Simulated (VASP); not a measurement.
# SiC (P6_3mc) in VASP: further runs

Runs on SiC. Level: r2SCAN. Tasks: single point.

Program: VASP 6.6.1. These are calculated values, not measurements. Logs are shortened: lines on timing, memory, paths and dates and some standing lists are left out, and cuts for length are marked.

## (1) The cell of the first run

Symmetry: P6_3mc, No. 186, hexagonal system. The conventional cell has a = 2.831 Å, b = 2.831 Å, c = 9.271 Å, α = 90.00°, β = 90.00°, γ = 120.00°. Within 2.3 Å of Si (site symmetry 3m) lie 4 C at 1.73 to 1.74 Å. Within 2.3 Å of Si (site symmetry 3m) lie 4 C at 1.73 to 1.74 Å. C (site symmetry 3m) has 4 Si at 1.73 to 1.74 Å within 2.3 Å. Within 2.3 Å of C (site symmetry 3m) lie 4 Si at 1.73 to 1.74 Å.

## (2) Single point, r2SCAN (strain -0.080 along x and y, -0.080 along z)

The input, POSCAR:

```
SiC
1.0
    2.8313545881      0.0000000000      0.0000000000
   -1.4156772940      2.4520250004      0.0000000000
    0.0000000000      0.0000000000      9.2706276106
Si C
4 4
Direct
    0.6666666667      0.3333333333      0.9378376197
    0.3333333333      0.6666666667      0.4378376197
    0.0000000000      0.0000000000      0.6878931817
    0.0000000000      0.0000000000      0.1878931817
    0.6666666667      0.3333333333      0.7498040034
    0.3333333333      0.6666666667      0.2498040034
    0.0000000000      0.0000000000      0.5004641952
    0.0000000000      0.0000000000      0.0004641952
```

The input, INCAR.step1:

```
SYSTEM = SiC
PREC = Accurate ; ENCUT = 520
ISMEAR = 0 ; SIGMA = 0.05
LREAL = .FALSE. ; LASPH = .TRUE.
NELM = 100 ; NBANDS = 26
GGA = PE ; ALGO = Normal
EDIFF = 1E-4 ; LWAVE = .TRUE.
LCHARG = .FALSE.
```

The input, INCAR.step2:

```
SYSTEM = SiC
PREC = Accurate ; ENCUT = 520
EDIFF = 1E-6 ; ISMEAR = 0
SIGMA = 0.05 ; LREAL = .FALSE.
LASPH = .TRUE. ; NELM = 100
ALGO = Normal ; ISIF = 2
LWAVE = .FALSE. ; LCHARG = .FALSE.
METAGGA = R2SCAN ; LMIXTAU = .TRUE.
NBANDS = 26 ; ISTART = 1
```

The input, KPOINTS:

```
Automatic mesh
0
G
  12 12 4
  0 0 0
```

Potentials or basis: VASP PAW PBE potentials, release 64 (Si, C).

Run with:

```bash
$ cat potpaw_PBE.64/Si/POTCAR potpaw_PBE.64/C/POTCAR > POTCAR
$ cp INCAR.step1 INCAR
$ mpirun -np 1 vasp_std > vasp.out
$ cp INCAR.step2 INCAR
$ mpirun -np 1 vasp_std > vasp.out
```

OUTCAR:

```text
SYSTEM = SiC
   PREC = Accurate
   ENCUT = 520
   EDIFF = 1E-6
   ISMEAR = 0
   LREAL = .FALSE.
   LASPH = .TRUE.
   NELM = 100
   ISIF = 2
   METAGGA = R2SCAN
   ISTART = 1

 ion  position               nearest neighbor table
   1  0.667  0.333  0.938-   8 1.73   8 1.73   8 1.73   5 1.74   3 2.84   3 2.84   3 2.84   4 2.84
                             4 2.84   4 2.84
   2  0.333  0.667  0.438-   7 1.73   7 1.73   7 1.73   6 1.74   4 2.84   4 2.84   4 2.84   3 2.84
                             3 2.84   3 2.84
   3  0.000  0.000  0.688-   5 1.73   5 1.73   5 1.73   7 1.74   1 2.84   1 2.84   1 2.84   2 2.84
                             2 2.84   2 2.84
   4  0.000  0.000  0.188-   6 1.73   6 1.73   6 1.73   8 1.74   2 2.84   2 2.84   2 2.84   1 2.84
                             1 2.84   1 2.84
   5  0.667  0.333  0.750-   3 1.73   3 1.73   3 1.73   1 1.74
   6  0.333  0.667  0.250-   4 1.73   4 1.73   4 1.73   2 1.74
   7  0.000  0.000  0.500-   2 1.73   2 1.73   2 1.73   3 1.74
   8  0.000  0.000  0.000-   1 1.73   1 1.73   1 1.73   4 1.74

  LATTYP: Found a hexagonal cell.
 ALAT       =     2.8313545881
 C/A-ratio  =     3.2742729044

  Lattice vectors:

 A1 = (   2.8313545881,   0.0000000000,   0.0000000000)
 A2 = (  -1.4156772940,   2.4520250004,   0.0000000000)
 A3 = (   0.0000000000,   0.0000000000,   9.2706276106)

Analysis of symmetry for initial positions (statically):
=====================================================================
 Subroutine PRICEL returns:
 Original cell was already a primitive cell.

 Routine SETGRP: Setting up the symmetry group for a
 hexagonal supercell.

 Subroutine GETGRP returns: Found 12 space group operations
 (whereof  6 operations were pure point group operations)
 out of a pool of 24 trial point group operations.

The static configuration has the point symmetry C_3v.
 The point group associated with its full space group is C_6v.

Analysis of symmetry for dynamics (positions and initial velocities):
=====================================================================
 Subroutine PRICEL returns:
 Original cell was already a primitive cell.

 Routine SETGRP: Setting up the symmetry group for a
 hexagonal supercell.

 Subroutine GETGRP returns: Found 12 space group operations
 (whereof  6 operations were pure point group operations)
 out of a pool of 24 trial point group operations.

The dynamic configuration has the point symmetry C_3v.
 The point group associated with its full space group is C_6v.

 Subroutine INISYM returns: Found 12 space group operations
 (whereof  6 operations are pure point group operations),
 and found     1 'primitive' translations

----------------------------------------------------------------------------------------

                                     Primitive cell

  volume of cell :      64.3618

  direct lattice vectors                    reciprocal lattice vectors
     2.831354588  0.000000000  0.000000000     0.353187836  0.203913092  0.000000000
    -1.415677294  2.452025000  0.000000000     0.000000000  0.407826184  0.000000000
     0.000000000  0.000000000  9.270627611     0.000000000  0.000000000  0.107867562

  length of vectors
     2.831354588  2.831354588  9.270627611     0.407826184  0.407826184  0.107867562

  position of ions in fractional coordinates (direct lattice)
     0.666666667  0.333333333  0.937837620
     0.333333333  0.666666667  0.437837620
     0.000000000  0.000000000  0.687893182
     0.000000000  0.000000000  0.187893182
     0.666666667  0.333333333  0.749804003
     0.333333333  0.666666667  0.249804003
     0.000000000  0.000000000  0.500464195
     0.000000000  0.000000000  0.000464195

  ion indices of the primitive-cell ions
   primitive index   ion index
                 1           1
                 2           2
                 3           3
                 4           4
                 5           5
                 6           6
                 7           7
                 8           8

----------------------------------------------------------------------------------------

 KPOINTS: Automatic mesh

Automatic generation of k-mesh.
 Grid dimensions read from file:
 generate k-points for:   12   12    4

 Generating k-lattice:

  Cartesian coordinates                     Fractional coordinates (reciprocal lattice)
     0.029432320  0.016992758  0.000000000     0.083333333  0.000000000  0.000000000
     0.000000000  0.033985515  0.000000000     0.000000000  0.083333333  0.000000000
     0.000000000  0.000000000  0.026966891     0.000000000  0.000000000  0.250000000

  Length of vectors
     0.033985515  0.033985515  0.026966891

  Shift w.r.t. Gamma in fractional coordinates (k-lattice)
     0.000000000  0.000000000  0.000000000

 Subroutine IBZKPT returns following result:
 ===========================================

 Found     57 irreducible k-points:

 Following reciprocal coordinates:
            Coordinates               Weight
  0.000000  0.000000  0.000000      1.000000
  0.083333 -0.000000  0.000000      6.000000
  0.166667 -0.000000  0.000000      6.000000
  0.250000 -0.000000  0.000000      6.000000
  0.333333  0.000000  0.000000      6.000000
  0.416667  0.000000  0.000000      6.000000
[... 16 lines left out ...]
  0.250000 -0.000000  0.250000     12.000000
  0.333333  0.000000  0.250000     12.000000
 [... further k-points ...]
   k-points           NKPTS =     57   k-points in BZ     NKDIM =     57   number of bands    NBANDS=     26
   number of dos      NEDOS =    301   number of ions     NIONS =      8
   total plane-waves  NPLWV =  40320
   dimension x,y,z NGX =    24 NGY =   24 NGZ =   70
   dimension x,y,z NGXF=    48 NGYF=   48 NGZF=  140
   ions per type =               4   4
   NGX,Y,Z   is equivalent  to a cutoff of  14.09, 14.09, 12.55 a.u.
   NGXF,Y,Z  is equivalent  to a cutoff of  28.18, 28.18, 25.11 a.u.
 SYSTEM =  SiC
   PREC   = accura    normal or accurate (medium, high low for compatibility)
   ISTART =      1    job   : 0-new  1-cont  2-samecut
   ICHARG =      0    charge: 1-file 2-atom 10-const
   ISPIN  =      1    spin polarized calculation?
   LNONCOLLINEAR =      F non collinear calculations
   LSORBIT =      F    spin-orbit coupling
   LASPH  =      T    aspherical Exc in radial PAW
   ENCUT  =  520.0 eV  38.22 Ry    6.18 a.u.   5.26  5.26 17.24*2*pi/ulx,y,z
   NELM   =    100;   NELMIN=  2; NELMDL=  0     # of ELM steps
   EDIFF  = 0.1E-05   stopping-criterion for ELM
   LREAL  =      F    real-space projection
   EDIFFG = 0.1E-04   stopping-criterion for IOM
   NSW    =      0    number of steps for IOM
   IBRION =     -1    ionic relax: 0-MD 1-quasi-New 2-CG
   NFREE  =      0    steps in history (QN), initial steepest desc. (CG)
   ISIF   =      2    stress and relaxation
   ISYM   =      2    0-nonsym 1-usesym 2-fastsym
   POTIM  = 0.5000    time-step for ionic-motion
   TEBEG  =    0.0;   TEEND  =   0.0 temperature during run
   PSTRESS=    0.0 pullay stress
   NELECT =      32.0000    total number of electrons
   NUPDOWN=      -1.0000    fix difference up-down
   EMIN   =  10.00;   EMAX   =-10.00  energy-range for DOS
   EFERMI =   0.00;   METHOD = LEGACY
   ISMEAR =     0;   SIGMA  =   0.05  broadening in eV -4-tet -1-fermi 0-gaus
   EFERMI_NEDOS =   21; number of points for ismear=-14 and -15
   IALGO  =     38    algorithm
   IMIX   =      4    mixing-type and parameters
     AMIX     =   0.40;   BMIX     =  1.00
     AMIX_MAG =   1.60;   BMIX_MAG =  1.00
  volume/ion in A,a.u.               =       8.05        54.29
  Fermi-wavevector in a.u.,A,eV,Ry     =   1.296927  2.450836 22.885252  1.682019
  Thomas-Fermi vector in A             =   2.428352
   LORBIT       =      0    0 simple, 1 ext, 2 COOP (PROOUT), +10 PAW based schemes
   METAGGA = R2SCAN    functional components
   LHFCALC =     F    Hartree Fock is set to
   AEXX    =    0.0000 exact exchange contribution
   IVDW    =     0    specifies the selected vdW correction
   LEPSILON=     F    determine dielectric tensor
   LRPA    =     F    only Hartree local field effects (RPA)
 non-spin polarized calculation
 Gauss-broadening in eV      SIGMA  =   0.05
  energy-cutoff  :      520.00
  volume of cell :       64.36
 maximum number of plane-waves:      1748
 NGX is ok and might be reduce to    24
   NGX = 11   NGY = 11   NGZ = 35

 number of electron      31.9999998 magnetization

 Free energy of the ion-electron system (eV)
  ---------------------------------------------------
  ext. energy  EPLUGINS =         0.00000000
  ---------------------------------------------------
  free energy    TOTEN  =       -73.06398855 eV

  energy without entropy =      -73.06398855  energy(sigma->0) =      -73.06398855

 E-fermi :  11.4042     XC(G=0): -13.0983

 val. band max:       11.1269554344   @ k =   0.0000   0.0000   0.0000
 cond. band min:      13.8035731565   @ k =   0.5000  -0.0000   0.0000
 fundamental gap:      2.6766177221
 Fermi energy:        11.4042496744

 k-point     1 :       0.0000    0.0000    0.0000
  band No.  band energies     occupation
      1      -7.2870      2.00000
      2      -5.8123      2.00000
      3      -5.7492      2.00000
      4      -2.6212      2.00000
      5       0.6922      2.00000
      6       6.0448      2.00000
[... 18 lines left out ...]
     25      21.4054      0.00000
     26      21.4250      0.00000

 k-point     2 :       0.0833   -0.0000    0.0000
  band No.  band energies     occupation
      1      -7.1355      2.00000
      2      -5.6656      2.00000
      3      -5.6019      2.00000
      4      -2.4959      2.00000
      5       0.8400      2.00000
      6       6.1063      2.00000
[... 18 lines left out ...]
     25      21.1611      0.00000
[... 608 lines left out ...]
     25      22.7242      0.00000
     26      22.8199      0.00000

 k-point    24 :       0.3333    0.0000    0.2500
  band No.  band energies     occupation
      1      -4.8530      2.00000
      2      -4.1441      2.00000
      3      -2.8140      2.00000
      4      -1.2938      2.00000
      5       2.7909      2.00000
      6       3.3315      2.00000
[... 18 lines left out ...]
     25      22.4236      0.00000
     26      22.8698      0.00000

 [... further k-points ...]

------------------------ aborting loop because EDIFF is reached ----------------------------------------

  FORCE on cell =-STRESS in cart. coord.  units (eV):
  Direction    XX          YY          ZZ          XY          YZ          ZX
  --------------------------------------------------------------------------------------
  -------------------------------------------------------------------------------------
  Total       36.7180091     36.7180091     35.9986098      0.0000000      0.0000000     -0.0000000
  in kB      914.0320300    914.0320300    896.1238164      0.0000000      0.0000000     -0.0000000
  external PRESSURE =     908.0626255 kB  Pullay stress =       0.0000000 kB

 VOLUME and BASIS-vectors are now :
 -----------------------------------------------------------------------------
  energy-cutoff  :      520.00
  volume of cell :       64.36
      direct lattice vectors                 reciprocal lattice vectors
     2.831354588  0.000000000  0.000000000     0.353187836  0.203913092  0.000000000
    -1.415677294  2.452025000  0.000000000     0.000000000  0.407826184  0.000000000
     0.000000000  0.000000000  9.270627611     0.000000000  0.000000000  0.107867562

 POSITION                                       TOTAL-FORCE (eV/Angst)
 -----------------------------------------------------------------------------------
      1.41568      0.81734      8.69434         0.000000      0.000000     -0.118920
     -0.00000      1.63468      4.05903        -0.000000      0.000000     -0.118920
      0.00000      0.00000      6.37720         0.000000     -0.000000      0.082664
      0.00000      0.00000      1.74189         0.000000      0.000000      0.082664
      1.41568      0.81734      6.95115        -0.000000     -0.000000      0.043918
     -0.00000      1.63468      2.31584        -0.000000      0.000000      0.043918
      0.00000      0.00000      4.63962        -0.000000     -0.000000     -0.007662
      0.00000      0.00000      0.00430        -0.000000      0.000000     -0.007662
 -----------------------------------------------------------------------------------
    total drift:                                0.000000      0.000000      0.000983

  FREE ENERGIE OF THE ION-ELECTRON SYSTEM (eV)
  ---------------------------------------------------
  free  energy   TOTEN  =       -73.0639885489 eV

  energy  without entropy=      -73.0639885489  energy(sigma->0) =      -73.06398855
```

It took 4.8 min on 1 thread of Intel Xeon Platinum 8259CL at 2.50GHz (Skylake/Cascade Lake), shared host; peak memory 0.23 GiB.

Results:

```yaml
Free_energy: -73.0640 eV
Pressure: 90.8 GPa
Largest_force: 0.119 eV/Å
Band_gap_on_the_k_mesh: 2.68 eV (least direct gap 3.89 eV)
```

Forces in eV/Å, atoms in the order of the input:
```
Si   0.000  0.000 -0.119
Si   0.000  0.000 -0.119
Si   0.000  0.000  0.083
Si   0.000  0.000  0.083
C    0.000  0.000  0.044
C    0.000  0.000  0.044
C    0.000  0.000 -0.008
C    0.000  0.000 -0.008
```

Stress tensor (GPa, compression positive):
```
91.40  0.00  0.00
 0.00 91.40  0.00
 0.00  0.00 89.61
```

Caveat: the cell differs from its parent crystal (strain -0.080 along x and y, -0.080 along z); the cell stands under pressure; the PAW data sets were made with another functional, which shifts forces and pressure a little. A k mesh can miss the band edges.

## (3) Single point, r2SCAN (strain -0.080 along x and y, -0.040 along z)

POSCAR: that of step 2 with these lines changed.

```diff
@@ -4,3 +4,3 @@
    -1.4156772940      2.4520250004      0.0000000000
-    0.0000000000      0.0000000000      9.2706276106
+    0.0000000000      0.0000000000      9.6736983763
 Si C
```

The input, INCAR.step1:

```
PREC     = Accurate       # precision mode
ENCUT    = 520            # plane-wave cutoff, eV
ISMEAR   = 0              # smearing method
SIGMA    = 0.05           # smearing width, eV
LREAL    = False          # projectors in reciprocal space
LASPH    = True           # aspherical terms in the spheres
NELM     = 80             # most SCF steps
NBANDS   = 26             # bands
GGA      = PE             # functional
ALGO     = Normal         # electronic algorithm
EDIFF    = 1E-4           # SCF threshold, eV
LWAVE    = True           # write WAVECAR
LCHARG   = False          # write CHGCAR
```

The input, INCAR.step2:

```
PREC     = Accurate       # precision mode
ENCUT    = 520            # plane-wave cutoff, eV
EDIFF    = 1E-7           # SCF threshold, eV
ISMEAR   = 0              # smearing method
SIGMA    = 0.05           # smearing width, eV
LREAL    = False          # projectors in reciprocal space
LASPH    = True           # aspherical terms in the spheres
NELM     = 80             # most SCF steps
ALGO     = Normal         # electronic algorithm
ISIF     = 2              # what is computed and relaxed
LWAVE    = False          # write WAVECAR
LCHARG   = False          # write CHGCAR
METAGGA  = R2SCAN         # meta-GGA
LMIXTAU  = True         
NBANDS   = 26             # bands
ISTART   = 1
```

The input, KPOINTS:

```
Automatic mesh
0
Gamma
  12 12 4
```

Potentials or basis: VASP PAW PBE potentials, release 64 (Si, C).

Run with:

```bash
$ cat potpaw_PBE.64/Si/POTCAR potpaw_PBE.64/C/POTCAR > POTCAR
$ cp INCAR.step1 INCAR
$ mpirun -np 1 vasp_std > vasp.out
$ cp INCAR.step2 INCAR
$ mpirun -np 1 vasp_std > vasp.out
```

It took 5.6 min on 1 thread of Intel Xeon Platinum 8259CL at 2.50GHz (Skylake/Cascade Lake), shared host; peak memory 0.24 GiB.

The run converged. Its results:

```
Free energy            : -74.2037 eV
Pressure               : 70.7 GPa
Largest force          : 0.990 eV/Å
Band gap on the k mesh : 2.39 eV (least direct gap 3.76 eV)
```

Forces on the atoms (eV/Å):
```
Si   0.000  0.000 -0.972
Si   0.000  0.000 -0.972
Si   0.000  0.000 -0.927
Si   0.000  0.000 -0.927
C    0.000  0.000  0.990
C    0.000  0.000  0.990
C    0.000  0.000  0.909
C    0.000  0.000  0.909
```

Stress tensor (GPa, compression positive):
```
84.46  0.00  0.00
 0.00 84.46  0.00
 0.00  0.00 43.04
```

Levels at points of the mesh, in eV from the valence-band top:
| k point | band 12 | band 13 | band 14 | band 15 | band 16 | band 17 | band 18 | band 19 | band 20 | band 21 |
| --- | --- | --- | --- | --- | --- | --- | --- | --- | --- | --- |
| (0.00, 0.00, 0.00) | -0.52 | -0.52 | -0.46 | 0.00 | 0.00 | 7.77 | 8.40 | 8.75 | 9.02 | 9.02 |
| (0.50, 0.00, 0.00) | -2.87 | -2.70 | -2.68 | -2.06 | -1.37 | 2.39 | 3.05 | 5.50 | 6.08 | 6.48 |
| (0.00, 0.00, 0.50) | -0.96 | -0.18 | -0.18 | -0.18 | -0.18 | 8.49 | 8.49 | 8.96 | 8.96 | 9.26 |
| (0.50, 0.00, 0.50) | -3.39 | -3.07 | -3.07 | -1.82 | -1.82 | 3.14 | 3.14 | 5.15 | 5.15 | 7.91 |

Caveat: the cell differs from its parent crystal (strain -0.080 along x and y, -0.040 along z); the stress differs along the axes, from 43 to 84 GPa; the PAW data sets were made with another functional, which shifts forces and pressure a little.

## (4) Single point, r2SCAN (strain -0.080 along x and y, +0.000 along z)

POSCAR: that of step 3 with these lines changed.

```diff
@@ -4,3 +4,3 @@
    -1.4156772940      2.4520250004      0.0000000000
-    0.0000000000      0.0000000000      9.6736983763
+    0.0000000000      0.0000000000     10.0767691420
 Si C
```

The input, INCAR.step1:

```
SYSTEM = SiC
ALGO = Normal
EDIFF = 1E-4
ENCUT = 520
GGA = PE
ISMEAR = 0
LASPH = .True.
LCHARG = .False.
LREAL = .False.
LWAVE = .True.
NBANDS = 26
NELM = 100
PREC = Accurate
SIGMA = 0.05
```

The input, INCAR.step2:

```
SYSTEM = SiC
ALGO = Normal
EDIFF = 1E-7
ENCUT = 520
ISIF = 2
ISMEAR = 0
ISTART = 1
LASPH = .True.
LCHARG = .False.
LMIXTAU = .True.
LREAL = .False.
LWAVE = .False.
METAGGA = R2SCAN
NBANDS = 26
NELM = 100
PREC = Accurate
SIGMA = 0.05
```

The input, KPOINTS:

```
k-points
0
Gamma
  12 12 4
  0 0 0
```

Run with:

```bash
$ cat potpaw_PBE.64/Si/POTCAR potpaw_PBE.64/C/POTCAR > POTCAR
$ cp INCAR.step1 INCAR
$ mpirun -np 1 vasp_std > vasp.out
$ cp INCAR.step2 INCAR
$ mpirun -np 1 vasp_std > vasp.out
```

It took 6 min on 1 thread of Intel Xeon Platinum 8259CL at 2.50GHz (Skylake/Cascade Lake), shared host; peak memory 0.25 GiB.

The run converged. Its results:

```yaml
Free_energy: -74.6382 eV
Pressure: 55.0 GPa
Largest_force: 1.410 eV/Å
Band_gap_on_the_k_mesh: 2.08 eV (least direct gap 3.58 eV)
```

Forces in eV/Å, atoms in the order of the input:
```
Si   0.000  0.000 -1.332
Si   0.000  0.000 -1.332
Si   0.000  0.000 -1.385
Si   0.000  0.000 -1.385
C    0.000  0.000  1.410
C    0.000  0.000  1.410
C    0.000  0.000  1.307
C    0.000  0.000  1.307
```

Stress tensor (GPa, compression positive):
```
78.33  0.00  0.00
 0.00 78.33  0.00
 0.00  0.00  8.29
```

Levels at points of the mesh, in eV from the valence-band top:
```
           k point  band 12  band 13  band 14  band 15  band 16  band 17  band 18  band 19  band 20  band 21
(0.00, 0.00, 0.00)    -0.55    -0.44    -0.44     0.00     0.00     6.02     8.57     8.69     9.10     9.10
(0.50, 0.00, 0.00)    -3.11    -2.61    -2.60    -2.27    -1.50     2.08     2.92     5.42     5.59     5.92
(0.00, 0.00, 0.50)    -0.81    -0.15    -0.15    -0.15    -0.15     7.57     7.57     8.72     8.72     9.28
(0.50, 0.00, 0.50)    -3.21    -3.19    -3.19    -1.87    -1.87     2.93     2.93     4.93     4.93     7.19
```

Caveat: the cell differs from its parent crystal (strain -0.080 along x and y, +0.000 along z); the stress differs along the axes, from 8 to 78 GPa; the PAW data sets were made with another functional, which shifts forces and pressure a little.

(Continued in part 2 of 2.)
